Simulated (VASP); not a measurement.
# CaO (I4/mmm) in VASP: a series of runs

Runs on CaO. Level: r2SCAN. Tasks: single point.

Everything below comes from runs of VASP 6.6.1. Logs are shortened: lines on timing, memory, paths and dates and some standing lists are left out, and cuts for length are marked.

### Step 1. The cell of the first run

Symmetry: I4/mmm, No. 139, tetragonal system. The conventional cell has a = 3.186 Å, b = 3.186 Å, c = 4.898 Å, α = 90.00°, β = 90.00°, γ = 90.00°. Ca (site symmetry 4/mmm) has 6 O at 2.25 to 2.45 Å within 3.0 Å. Within 3.0 Å of O (site symmetry 4/mmm) lie 6 Ca at 2.25 to 2.45 Å.

### Step 2. Single point, r2SCAN (strain -0.080 along x and y, +0.000 along z)

The input, POSCAR:

```
CaO
1.0
    0.0000000000      2.2530800000      2.4490000000
    2.2530800000      0.0000000000      2.4490000000
    2.2530800000      2.2530800000      0.0000000000
Ca O
1 1
Direct
    0.0000000000      0.0000000000      0.0000000000
    0.5000000000      0.5000000000      0.5000000000
```

The input, INCAR.step1:

```
SYSTEM = CaO
ALGO = Normal ; EDIFF = 1E-4
ENCUT = 520 ; GGA = PE
ISMEAR = 0 ; LASPH = .True.
LCHARG = .False. ; LREAL = .False.
LWAVE = .True. ; NBANDS = 15
NELM = 100 ; PREC = Accurate
SIGMA = 0.05
```

The input, INCAR.step2:

```
SYSTEM = CaO
ALGO = Normal ; EDIFF = 1E-6
ENCUT = 520 ; ISIF = 2
ISMEAR = 0 ; ISTART = 1
LASPH = .True. ; LCHARG = .False.
LMIXTAU = .True. ; LREAL = .False.
LWAVE = .False. ; METAGGA = R2SCAN
NBANDS = 15 ; NELM = 100
PREC = Accurate ; SIGMA = 0.05
```

The input, KPOINTS:

```
k-points
0
Gamma
  8 8 8
  0 0 0
```

Potentials or basis: VASP PAW PBE potentials, release 64 (Ca_sv, O).

The run is started by

```console
$ cat potpaw_PBE.64/Ca_sv/POTCAR potpaw_PBE.64/O/POTCAR > POTCAR
$ cp INCAR.step1 INCAR
$ mpirun -np 1 vasp_std > vasp.out
$ cp INCAR.step2 INCAR
$ mpirun -np 1 vasp_std > vasp.out
```

OUTCAR:

```text
SYSTEM = CaO
   EDIFF = 1E-6
   ENCUT = 520
   ISIF = 2
   ISMEAR = 0
   ISTART = 1
   LASPH = .True.
   LREAL = .False.
   METAGGA = R2SCAN
   NELM = 100
   PREC = Accurate

 ion  position               nearest neighbor table
   1  0.000  0.000  0.000-   2 2.25   2 2.25   2 2.25   2 2.25   2 2.45   2 2.45
   2  0.500  0.500  0.500-   1 2.25   1 2.25   1 2.25   1 2.25   1 2.45   1 2.45

  LATTYP: Found a body centered tetragonal cell.
 ALAT       =     3.1863362931
 C/A-ratio  =     1.5371886548

  Lattice vectors:

 A1 = (  -2.2530800000,   0.0000000000,   2.4490000000)
 A2 = (   2.2530800000,   0.0000000000,   2.4490000000)
 A3 = (   0.0000000000,   2.2530800000,  -2.4490000000)

Analysis of symmetry for initial positions (statically):
=====================================================================
 Subroutine PRICEL returns:
 Original cell was already a primitive cell.

 Routine SETGRP: Setting up the symmetry group for a
 body centered tetragonal supercell.

 Subroutine GETGRP returns: Found 16 space group operations
 (whereof 16 operations were pure point group operations)
 out of a pool of 16 trial point group operations.

The static configuration has the point symmetry D_4h.

Analysis of symmetry for dynamics (positions and initial velocities):
=====================================================================
 Subroutine PRICEL returns:
 Original cell was already a primitive cell.

 Routine SETGRP: Setting up the symmetry group for a
 body centered tetragonal supercell.

 Subroutine GETGRP returns: Found 16 space group operations
 (whereof 16 operations were pure point group operations)
 out of a pool of 16 trial point group operations.

The dynamic configuration has the point symmetry D_4h.

 Subroutine INISYM returns: Found 16 space group operations
 (whereof 16 operations are pure point group operations),
 and found     1 'primitive' translations

----------------------------------------------------------------------------------------

                                     Primitive cell

  volume of cell :      24.8641

  direct lattice vectors                    reciprocal lattice vectors
     0.000000000  2.253080000  2.449000000    -0.221918441  0.221918441  0.204164965
     2.253080000  0.000000000  2.449000000     0.221918441 -0.221918441  0.204164965
     2.253080000  2.253080000  0.000000000     0.221918441  0.221918441 -0.204164965

  length of vectors
     3.327757576  3.327757576  3.186336293     0.374404756  0.374404756  0.374404756

  position of ions in fractional coordinates (direct lattice)
     0.000000000  0.000000000  0.000000000
     0.500000000  0.500000000  0.500000000

  ion indices of the primitive-cell ions
   primitive index   ion index
                 1           1
                 2           2

----------------------------------------------------------------------------------------

 KPOINTS: k-points

Automatic generation of k-mesh.
 Grid dimensions read from file:
 generate k-points for:    8    8    8

 Generating k-lattice:

  Cartesian coordinates                     Fractional coordinates (reciprocal lattice)
    -0.027739805  0.027739805  0.025520621     0.125000000  0.000000000  0.000000000
     0.027739805 -0.027739805  0.025520621     0.000000000  0.125000000  0.000000000
     0.027739805  0.027739805 -0.025520621    -0.000000000 -0.000000000  0.125000000

  Length of vectors
     0.046800595  0.046800595  0.046800595

  Shift w.r.t. Gamma in fractional coordinates (k-lattice)
     0.000000000  0.000000000  0.000000000

 Subroutine IBZKPT returns following result:
 ===========================================

 Found     59 irreducible k-points:

 Following reciprocal coordinates:
            Coordinates               Weight
  0.000000  0.000000  0.000000      1.000000
  0.125000 -0.000000  0.000000      8.000000
  0.250000 -0.000000  0.000000      8.000000
  0.375000 -0.000000  0.000000      8.000000
  0.500000 -0.000000  0.000000      4.000000
  0.125000  0.125000  0.000000      2.000000
[... 16 lines left out ...]
  0.250000 -0.000000  0.125000     16.000000
  0.375000 -0.000000  0.125000     16.000000
 [... further k-points ...]
   k-points           NKPTS =     59   k-points in BZ     NKDIM =     59   number of bands    NBANDS=     15
   number of dos      NEDOS =    301   number of ions     NIONS =      2
   total plane-waves  NPLWV =  18816
   dimension x,y,z NGX =    28 NGY =   28 NGZ =   24
   dimension x,y,z NGXF=    56 NGYF=   56 NGZF=   48
   ions per type =               1   1
   NGX,Y,Z   is equivalent  to a cutoff of  13.99, 13.99, 12.52 a.u.
   NGXF,Y,Z  is equivalent  to a cutoff of  27.98, 27.98, 25.04 a.u.
 SYSTEM =  CaO
   PREC   = accura    normal or accurate (medium, high low for compatibility)
   ISTART =      1    job   : 0-new  1-cont  2-samecut
   ICHARG =      0    charge: 1-file 2-atom 10-const
   ISPIN  =      1    spin polarized calculation?
   LNONCOLLINEAR =      F non collinear calculations
   LSORBIT =      F    spin-orbit coupling
   LASPH  =      T    aspherical Exc in radial PAW
   ENCUT  =  520.0 eV  38.22 Ry    6.18 a.u.   6.19  6.19  5.92*2*pi/ulx,y,z
   NELM   =    100;   NELMIN=  2; NELMDL=  0     # of ELM steps
   EDIFF  = 0.1E-05   stopping-criterion for ELM
   LREAL  =      F    real-space projection
   EDIFFG = 0.1E-04   stopping-criterion for IOM
   NSW    =      0    number of steps for IOM
   IBRION =     -1    ionic relax: 0-MD 1-quasi-New 2-CG
   NFREE  =      0    steps in history (QN), initial steepest desc. (CG)
   ISIF   =      2    stress and relaxation
   ISYM   =      2    0-nonsym 1-usesym 2-fastsym
   POTIM  = 0.5000    time-step for ionic-motion
   TEBEG  =    0.0;   TEEND  =   0.0 temperature during run
   PSTRESS=    0.0 pullay stress
   NELECT =      16.0000    total number of electrons
   NUPDOWN=      -1.0000    fix difference up-down
   EMIN   =  10.00;   EMAX   =-10.00  energy-range for DOS
   EFERMI =   0.00;   METHOD = LEGACY
   ISMEAR =     0;   SIGMA  =   0.05  broadening in eV -4-tet -1-fermi 0-gaus
   EFERMI_NEDOS =   21; number of points for ismear=-14 and -15
   IALGO  =     38    algorithm
   IMIX   =      4    mixing-type and parameters
     AMIX     =   0.40;   BMIX     =  1.00
     AMIX_MAG =   1.60;   BMIX_MAG =  1.00
  volume/ion in A,a.u.               =      12.43        83.90
  Fermi-wavevector in a.u.,A,eV,Ry     =   1.413375  2.670892 27.179402  1.997630
  Thomas-Fermi vector in A             =   2.535027
   LORBIT       =      0    0 simple, 1 ext, 2 COOP (PROOUT), +10 PAW based schemes
   METAGGA = R2SCAN    functional components
   LHFCALC =     F    Hartree Fock is set to
   AEXX    =    0.0000 exact exchange contribution
   IVDW    =     0    specifies the selected vdW correction
   LEPSILON=     F    determine dielectric tensor
   LRPA    =     F    only Hartree local field effects (RPA)
 non-spin polarized calculation
 Gauss-broadening in eV      SIGMA  =   0.05
  energy-cutoff  :      520.00
  volume of cell :       24.86
 maximum number of plane-waves:       684
 NGX is ok and might be reduce to    28
   NGX = 13   NGY = 13   NGZ = 11

 number of electron      16.0000001 magnetization

 Free energy of the ion-electron system (eV)
  ---------------------------------------------------
  ext. energy  EPLUGINS =         0.00000000
  ---------------------------------------------------
  free energy    TOTEN  =       -19.20856045 eV

  energy without entropy =      -19.20856045  energy(sigma->0) =      -19.20856045

 E-fermi :   3.1567     XC(G=0): -11.6578

 val. band max:        2.7782049046   @ k =   0.0000   0.0000   0.0000
 cond. band min:       6.7470820126   @ k =   0.5000   0.0000   0.5000
 fundamental gap:      3.9688771080
 Fermi energy:         3.1566837656

 k-point     1 :       0.0000    0.0000    0.0000
  band No.  band energies     occupation
      1     -35.9065      2.00000
      2     -15.7429      2.00000
      3     -15.6858      2.00000
      4     -15.6858      2.00000
      5     -14.0252      2.00000
      6       2.4958      2.00000
      7       2.7782      2.00000
      8       2.7782      2.00000
      9       8.6687      0.00000
     10       9.3940      0.00000
     11      10.0526      0.00000
     12      10.0526      0.00000
     13      11.6497      0.00000
     14      12.0252      0.00000
     15      19.2506      0.00000

 k-point     2 :       0.1250   -0.0000    0.0000
  band No.  band energies     occupation
      1     -35.8819      2.00000
      2     -16.1618      2.00000
      3     -15.7509      2.00000
      4     -15.6855      2.00000
      5     -13.5555      2.00000
      6       2.0840      2.00000
      7       2.3898      2.00000
      8       2.4992      2.00000
      9       9.3290      0.00000
     10       9.6430      0.00000
     11      10.1192      0.00000
     12      10.3301      0.00000
     13      12.1143      0.00000
     14      12.5081      0.00000
     15      19.9698      0.00000

 k-point     3 :       0.2500   -0.0000    0.0000
  band No.  band energies     occupation
      1     -35.8219      2.00000
      2     -16.8858      2.00000
      3     -15.7983      2.00000
      4     -15.6844      2.00000
      5     -12.8140      2.00000
      6       1.0380      2.00000
      7       1.8214      2.00000
      8       1.9056      2.00000
      9       9.9308      0.00000
     10      10.7897      0.00000
     11      10.8927      0.00000
     12      11.0658      0.00000
     13      13.1837      0.00000
     14      13.6510      0.00000
     15      20.5925      0.00000

 k-point     4 :       0.3750   -0.0000    0.0000
  band No.  band energies     occupation
      1     -35.7610      2.00000
      2     -17.4173      2.00000
      3     -15.8445      2.00000
      4     -15.6830      2.00000
      5     -12.2592      2.00000
      6       0.1373      2.00000
      7       1.3626      2.00000
      8       1.3924      2.00000
      9      10.4959      0.00000
     10      11.9125      0.00000
     11      11.9342      0.00000
     12      12.2282      0.00000
     13      14.0876      0.00000
     14      14.8468      0.00000
     15      19.8248      0.00000
[... 307 lines left out ...]
 k-point    22 :       0.1250    0.0000    0.1250
  band No.  band energies     occupation
      1     -35.8707      2.00000
      2     -16.2478      2.00000
      3     -15.7823      2.00000
      4     -15.7542      2.00000
      5     -13.3768      2.00000
      6       1.7627      2.00000
      7       2.3417      2.00000
      8       2.6245      2.00000
      9       9.2059      0.00000
     10       9.3518      0.00000
     11      10.1923      0.00000
     12      10.7540      0.00000
     13      11.9890      0.00000
     14      13.2054      0.00000
     15      20.2818      0.00000

 k-point    23 :       0.2500   -0.0000    0.1250
  band No.  band energies     occupation
      1     -35.8207      2.00000
      2     -16.7569      2.00000
      3     -15.8277      2.00000
      4     -15.7699      2.00000
      5     -12.8880      2.00000
      6       1.0224      2.00000
      7       1.9915      2.00000
      8       2.2524      2.00000
      9       9.0562      0.00000
     10      10.1331      0.00000
     11      11.1114      0.00000
     12      11.4689      0.00000
     13      12.6162      0.00000
     14      14.3392      0.00000
     15      21.0256      0.00000

 k-point    24 :       0.3750   -0.0000    0.1250
  band No.  band energies     occupation
      1     -35.7606      2.00000
      2     -17.2405      2.00000
      3     -15.8746      2.00000
      4     -15.7699      2.00000
      5     -12.4683      2.00000
      6       0.4324      2.00000
      7       1.4723      2.00000
      8       1.7207      2.00000
      9       9.4623      0.00000
     10      11.3605      0.00000
     11      12.1397      0.00000
     12      12.3202      0.00000
     13      13.7124      0.00000
     14      15.2219      0.00000
     15      20.2198      0.00000

 [... further k-points ...]

------------------------ aborting loop because EDIFF is reached ----------------------------------------

  FORCE on cell =-STRESS in cart. coord.  units (eV):
  Direction    XX          YY          ZZ          XY          YZ          ZX
  --------------------------------------------------------------------------------------
  -------------------------------------------------------------------------------------
  Total        4.1672138      4.1672138      0.5614298      0.0000000      0.0000000     -0.0000000
  in kB      268.5247758    268.5247758     36.1771266      0.0000000      0.0000000     -0.0000000
  external PRESSURE =     191.0755594 kB  Pullay stress =       0.0000000 kB

 VOLUME and BASIS-vectors are now :
 -----------------------------------------------------------------------------
  energy-cutoff  :      520.00
  volume of cell :       24.86
      direct lattice vectors                 reciprocal lattice vectors
     0.000000000  2.253080000  2.449000000    -0.221918441  0.221918441  0.204164965
     2.253080000  0.000000000  2.449000000     0.221918441 -0.221918441  0.204164965
     2.253080000  2.253080000  0.000000000     0.221918441  0.221918441 -0.204164965

 POSITION                                       TOTAL-FORCE (eV/Angst)
 -----------------------------------------------------------------------------------
      0.00000      0.00000      0.00000        -0.000000      0.000000     -0.000000
      2.25308      2.25308      2.44900         0.000000     -0.000000      0.000000
 -----------------------------------------------------------------------------------
    total drift:                                0.000000      0.000000      0.000000

  FREE ENERGIE OF THE ION-ELECTRON SYSTEM (eV)
  ---------------------------------------------------
  free  energy   TOTEN  =       -19.2085604510 eV

  energy  without entropy=      -19.2085604510  energy(sigma->0) =      -19.20856045
```

Run time: 64 s. Hardware: 1 thread of Intel Xeon Platinum 8559C (Emerald Rapids), shared host; peak memory 0.16 GiB.

Results:

- Free energy: -19.2086 eV
- Pressure: 19.1 GPa
- Band gap on the k mesh: 3.97 eV, indirect (least direct gap 4.32 eV)

Levels at points of the mesh, in eV from the valence-band top:
```tsv
k point	band 5	band 6	band 7	band 8	band 9	band 10	band 11	band 12
(0.00, 0.00, 0.00)	-16.80	-0.28	0.00	0.00	5.89	6.62	7.27	7.27
(0.50, 0.00, 0.00)	-14.83	-2.98	-1.59	-1.58	8.13	9.57	9.71	9.95
(0.50, 0.50, 0.00)	-16.61	-1.67	-0.27	-0.27	4.24	9.52	10.22	10.87
(0.50, 0.00, 0.50)	-16.63	-1.08	-0.64	-0.35	3.97	9.32	10.48	10.52
```

Caveat: the cell differs from its parent crystal (strain -0.080 along x and y, +0.000 along z); the PAW data sets were made with another functional, which shifts forces and pressure a little. A k mesh can miss the band edges.

### Step 3. Single point, r2SCAN (strain -0.040 along x and y, -0.080 along z)

The input, POSCAR:

```
CaO
1.0
    0.0000000000      2.3510400000      2.2530800000
    2.3510400000      0.0000000000      2.2530800000
    2.3510400000      2.3510400000      0.0000000000
Ca O
1 1
Direct
    0.0000000000      0.0000000000      0.0000000000
    0.5000000000      0.5000000000      0.5000000000
```

The input, INCAR.step1:

```
SYSTEM = CaO
ALGO     = Normal         ! electronic algorithm
EDIFF    = 1E-4           ! SCF threshold, eV
ENCUT    = 520            ! plane-wave cutoff, eV
GGA      = PE             ! functional
ISMEAR   = 0              ! smearing method
LASPH    = .True.         ! aspherical terms in the spheres
LCHARG   = .False.        ! write CHGCAR
LREAL    = .False.        ! projectors in reciprocal space
LWAVE    = .True.         ! write WAVECAR
NBANDS   = 15             ! bands
NELM     = 80             ! most SCF steps
PREC     = Accurate       ! precision mode
SIGMA    = 0.05           ! smearing width, eV
```

The input, INCAR.step2:

```
SYSTEM = CaO
ALGO     = Normal         ! electronic algorithm
EDIFF    = 1E-6           ! SCF threshold, eV
ENCUT    = 520            ! plane-wave cutoff, eV
ISIF     = 2              ! what is computed and relaxed
ISMEAR   = 0              ! smearing method
ISTART   = 1            
LASPH    = .True.         ! aspherical terms in the spheres
LCHARG   = .False.        ! write CHGCAR
LMIXTAU  = .True.       
LREAL    = .False.        ! projectors in reciprocal space
LWAVE    = .False.        ! write WAVECAR
METAGGA  = R2SCAN         ! meta-GGA
NBANDS   = 15             ! bands
NELM     = 80             ! most SCF steps
PREC     = Accurate       ! precision mode
SIGMA    = 0.05           ! smearing width, eV
```

KPOINTS is that of step 2.

Potentials or basis: VASP PAW PBE potentials, release 64 (Ca_sv, O).

The run is started by

```console
$ cat potpaw_PBE.64/Ca_sv/POTCAR potpaw_PBE.64/O/POTCAR > POTCAR
$ cp INCAR.step1 INCAR
$ mpirun -np 1 vasp_std > vasp.out
$ cp INCAR.step2 INCAR
$ mpirun -np 1 vasp_std > vasp.out
```

It took 41 s on 1 thread of Intel Xeon Platinum 8559C (Emerald Rapids), shared host; peak memory 0.16 GiB.

It converged, with:

| Item | Value |
| --- | --- |
| Free energy | -19.2863 eV |
| Pressure | 17.0 GPa |
| Band gap on the k mesh | 3.90 eV, indirect (least direct gap 4.39 eV) |

Stress tensor (GPa, compression positive):
```
12.42  0.00  0.00
 0.00 12.42  0.00
 0.00  0.00 26.24
```

Levels at points of the mesh, in eV from the valence-band top:
```tsv
k point	band 5	band 6	band 7	band 8	band 9	band 10	band 11	band 12
(0.00, 0.00, 0.00)	-16.81	-0.17	-0.17	0.00	6.18	6.89	6.89	7.21
(0.50, 0.00, 0.00)	-14.93	-2.99	-1.57	-1.57	8.11	9.53	9.59	9.98
(0.50, 0.50, 0.00)	-16.62	-1.10	-0.54	-0.54	3.90	9.56	10.15	10.89
(0.50, 0.00, 0.50)	-16.61	-1.43	-0.49	-0.31	4.08	9.38	10.24	10.70
```

Caveat: the cell differs from its parent crystal (strain -0.040 along x and y, -0.080 along z); the PAW data sets were made with another functional, which shifts forces and pressure a little. A k mesh can miss the band edges.

### Step 4. Single point, r2SCAN (strain -0.080 along x and y, +0.040 along z)

The input, POSCAR:

```
CaO
1.0
    0.0000000000      2.2530800000      2.5469600000
    2.2530800000      0.0000000000      2.5469600000
    2.2530800000      2.2530800000      0.0000000000
Ca O
1 1
Direct
    0.0000000000      0.0000000000      0.0000000000
    0.5000000000      0.5000000000      0.5000000000
```

The input, INCAR.step1:

```
SYSTEM = CaO
PREC = Accurate
ENCUT = 520
ISMEAR = 0
SIGMA = 0.05
LREAL = .False.
LASPH = .True.
NELM = 60
NBANDS = 15
GGA = PE
ALGO = Normal
EDIFF = 1E-4
LWAVE = .True.
LCHARG = .False.
```

The input, INCAR.step2:

```
SYSTEM = CaO
PREC = Accurate
ENCUT = 520
EDIFF = 1E-6
ISMEAR = 0
SIGMA = 0.05
LREAL = .False.
LASPH = .True.
NELM = 60
ALGO = Normal
ISIF = 2
LWAVE = .False.
LCHARG = .False.
METAGGA = R2SCAN
LMIXTAU = .True.
NBANDS = 15
ISTART = 1
```

The input, KPOINTS:

```
Automatic mesh
0
Gamma
  8 8 8
  0 0 0
```

The run is started by

```console
$ cat potpaw_PBE.64/Ca_sv/POTCAR potpaw_PBE.64/O/POTCAR > POTCAR
$ cp INCAR.step1 INCAR
$ mpirun -np 1 vasp_std > vasp.out
$ cp INCAR.step2 INCAR
$ mpirun -np 1 vasp_std > vasp.out
```

Wall time 61 s (1 thread of Intel Xeon Platinum 8559C (Emerald Rapids), shared host); peak memory 0.16 GiB.

Results (log left out):

| Item | Value |
| --- | --- |
| Free energy | -19.2075 eV |
| Pressure | 14.5 GPa |
| Band gap on the k mesh | 3.98 eV, indirect (least direct gap 4.36 eV) |

Stress tensor (GPa, compression positive):
```
23.69  0.00  0.00
 0.00 23.69  0.00
 0.00  0.00 -3.76
```

Levels at points of the mesh, in eV from the valence-band top:
```tsv
k point	band 6	band 7	band 8	band 9	band 10	band 11
(0.00, 0.00, 0.00)	-0.35	0.00	0.00	5.23	6.37	7.31
(0.50, 0.00, 0.00)	-2.92	-1.56	-1.55	7.90	9.38	9.52
(0.50, 0.50, 0.00)	-1.83	-0.25	-0.25	4.33	9.25	10.03
(0.50, 0.00, 0.50)	-1.06	-0.72	-0.38	3.98	8.89	10.04
```

Caveat: the cell differs from its parent crystal (strain -0.080 along x and y, +0.040 along z); the PAW data sets were made with another functional, which shifts forces and pressure a little.

[end of part 1 of 2]
